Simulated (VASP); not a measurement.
A run of VASP 6.6.1:

The input INCAR:

```
PREC = Accurate
ENCUT = 520
EDIFF = 1E-6
ISMEAR = 0
SIGMA = 0.1
LREAL = False
LASPH = True
NELM = 100
ALGO = Normal
ISIF = 2
LWAVE = False
LCHARG = False
GGA = PE
NBANDS = 18
```

File KPOINTS:

```
Automatic mesh
0
Gamma
  6 6 4
```

Contents of POSCAR:

```
B2P3
1.0
    3.1336096713      0.0000000000      0.0000000000
   -1.5668048356      2.7137855809      0.0000000000
    0.0000000000      0.0000000000      7.4280486154
B P
2 3
Direct
    0.6666666667      0.3333333333      0.7928096166
    0.3333333333      0.6666666667      0.2071903834
    0.6666666667      0.3333333333      0.3133280456
    0.3333333333      0.6666666667      0.6866719544
    0.0000000000      0.0000000000      0.0000000000
```

Potentials or basis: VASP PAW PBE potentials, release 64 (B, P).

Run with:

```sh
$ cat potpaw_PBE.64/B/POTCAR potpaw_PBE.64/P/POTCAR > POTCAR
$ mpirun -np 1 vasp_std > vasp.out
```

Hardware: 1 thread of Intel(R) Xeon(R) 6975P-C (Granite Rapids), on a shared host.

Q: How long does it take, and how much memory?

A: Run time: 12 s on 1 thread of Intel(R) Xeon(R) 6975P-C (Granite Rapids), with other jobs on the host, peak memory 0.17 GiB. Counts: scf iterations 13, k points 24.
